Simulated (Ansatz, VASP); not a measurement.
## One calculation of Si4O7, two programs

```xyz
11
Lattice="5.0800 0.0000 0.0000 0.0000 5.0800 0.0000 0.0000 0.0000 7.0915" Properties=species:S:1:pos:R:3 pbc="T T T"
Si    1.4957    1.4957    0.0000
Si    1.0443    4.0357    1.7729
Si    3.5843    3.5843    3.5457
Si    4.0357    1.0443    5.3186
O     2.0593    3.7641    3.0127
O     3.8559    4.5992    4.7856
O     3.0207    1.3159    6.5584
O     3.7641    2.0593    4.0788
O     6.8873    5.2590    0.8751
O     1.3159    3.0207    0.5331
O     0.4807    1.2241    5.8517
```

Change from the starting cell: O vacancy; atom 9 moved 1.125 of the way to it and -0.675 Å across, host rigid.

Alike in both runs: task single point; functional PBE; k mesh 4 × 4 × 4; occupations gaussian, width 0.05 eV; no spin polarisation.

|  | VASP | Ansatz |
| --- | --- | --- |
| version | VASP 6.6.1 | Ansatz 0.2.0 |
| potentials or method | VASP PAW PBE potentials, release 64 (Si, O), cutoff 520 eV | scalar-relativistic, plane waves, PAW |
| valence electrons in the cell | 58 | 58 |

VASP gave:

* gap on the k mesh at the Fermi level (eV): 2.37
* least direct gap on the mesh (eV): 2.48
* pressure (GPa): 1.0
* traceless stress, the component that is largest in VASP (GPa): -3.15
* rms of the force components (eV/Å): 1.133

Problem. Estimate Ansatz's values.

Solution. gap on the k mesh at the Fermi level (eV): 2.38; least direct gap on the mesh (eV): 2.49; pressure (GPa): 1.0; traceless stress, the component that is largest in VASP (GPa): -3.10; rms of the force components (eV/Å): 1.127.

Atom by atom the forces differ by 0.015 eV/Å (rms over components).
